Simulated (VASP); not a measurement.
Write the native input for VASP 6.6.1 that does the following.

```yaml
Task: single point
Functional: PBE
Potentials_or_basis: VASP PAW PBE potentials, release 64 (Mg_sv, Zn, O)
Cutoff: 750 eV
k_mesh: 6 × 6 × 4
Occupations: gaussian, width 0.1 eV
Spin: no spin polarisation
Dipole_correction: no
Mended: yes
Further_INCAR_settings: ALGO = Normal; EDIFF = 1e-06; NBANDS = 32
```

The structure of MgZnO4 lies in POSCAR:

```
MgZnO4
1.0
    2.8928295334      0.0000000000      0.0000000000
    0.0000000000      2.8928295334      0.0000000000
    0.0000000000      0.0000000000      8.7636464211
Mg Zn O
1 1 4
Direct
    0.0000000000      0.0000000000      0.0000000000
    0.5000000000      0.5000000000      0.5000000000
    0.0000000000      0.0000000000      0.5916349130
    0.5000000000      0.5000000000      0.0889737493
    0.5000000000      0.5000000000      0.9110262507
    0.0000000000      0.0000000000      0.4083650870
```

The cell was built from a structure type or drawn by symmetry, and may not be a known phase.

The input as run:

INCAR

```
SYSTEM = MgZnO4
ALGO = Normal
EDIFF = 1E-6
ENCUT = 750
GGA = PE
GGA_COMPAT = .FALSE.
ISIF = 2
ISMEAR = 0
LASPH = .TRUE.
LCHARG = .FALSE.
LREAL = .FALSE.
LWAVE = .FALSE.
NBANDS = 32
NELM = 120
PREC = Accurate
SIGMA = 0.1
```

KPOINTS

```
k-points
0
G
  6 6 4
  0 0 0
```

Potentials or basis: VASP PAW PBE potentials, release 64 (Mg_sv, Zn, O).

Command:

```bash
$ cat potpaw_PBE.64/Mg_sv/POTCAR potpaw_PBE.64/Zn/POTCAR potpaw_PBE.64/O/POTCAR > POTCAR
$ mpirun -np 1 vasp_std > vasp.out
```

Results of the run:

- Pressure: 0.5 GPa
- Largest force: 0.150 eV/Å
- Band gap on the k mesh: 0.87 eV (least direct gap 1.13 eV)

Wall time 95 s on 1 thread of AMD EPYC 7R13 Processor (Zen 3), on a shared host, peak memory 0.27 GiB.
